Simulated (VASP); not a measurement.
A run of VASP 6.6.1 is set up as follows.

Contents of INCAR:

```
  PREC = Accurate
  ENCUT = 520
  EDIFF = 1E-6
  ISMEAR = -1
  SIGMA = 0.02
  LREAL = F
  LASPH = T
  NELM = 200
  ALGO = Normal
  ISIF = 2
  LWAVE = F
  LCHARG = F
  ISPIN = 2
  MAGMOM = 0 0 0 0 0 0 0 0 0 0 0 0 0 0 0 0 1
  LORBIT = 11
  GGA = PE
  IVDW = 12
  NBANDS = 53
  GGA_COMPAT = F
```

KPOINTS

```
regular mesh
0
Gamma
  2 2 2
```

Contents of POSCAR:

```
Si16O
1.0
    0.0000000000      5.4300000000      5.4300000000
    5.4300000000      0.0000000000      5.4300000000
    5.4300000000      5.4300000000      0.0000000000
Si O
16 1
Direct
    0.0036403050     -0.0079023566      0.0045212508
    0.1469092368      0.0748801262      0.1479715163
   -0.0328326117      0.0187343134      0.5190002316
    0.1135496776      0.1303998974      0.6310736891
   -0.0069278100      0.4921463142     -0.0079998837
    0.1156786677      0.6161604558      0.1175747560
    0.0034327608      0.5037475460      0.4933105685
    0.1468994836      0.6468424876      0.5761816865
    0.5186962396      0.0187309025     -0.0318740880
    0.6303564715      0.1306904934      0.1145189220
    0.4870792275     -0.0128633482      0.4880436182
    0.6115768012      0.1111644465      0.6126925546
    0.4916914349      0.5039782380      0.0046236148
    0.5740164842      0.6472421996      0.1485147185
    0.5188525346      0.4668283140      0.5191713361
    0.6301403287      0.6136031927      0.6312725949
    0.2946906681      0.7947146777      0.2950524138
```

Potentials or basis: VASP PAW PBE potentials, release 64 (Si, O).

Command:

```console
$ cat potpaw_PBE.64/Si/POTCAR potpaw_PBE.64/O/POTCAR > POTCAR
$ mpirun -np 1 vasp_std > vasp.out
```

Predict the largest force.

0.066 eV/Å.

What does it give for the net moment?

0.00 μB per cell.

Forces on the atoms (eV/Å):
```
Si  -0.002 -0.013  0.003
Si  -0.005 -0.026  0.037
Si   0.004  0.027  0.003
Si   0.008 -0.002 -0.014
Si   0.024  0.004 -0.011
Si  -0.016 -0.007  0.013
Si  -0.007 -0.002 -0.013
Si   0.012  0.013 -0.003
Si   0.011  0.014 -0.023
Si  -0.007 -0.007  0.000
Si  -0.002 -0.003 -0.001
Si  -0.004 -0.012  0.000
Si  -0.009  0.005  0.003
Si  -0.045 -0.002  0.048
Si   0.030  0.002  0.003
Si  -0.006  0.002 -0.014
O    0.016  0.007 -0.030
```

Caveat: the k points lie up to 0.50 Å⁻¹ apart.
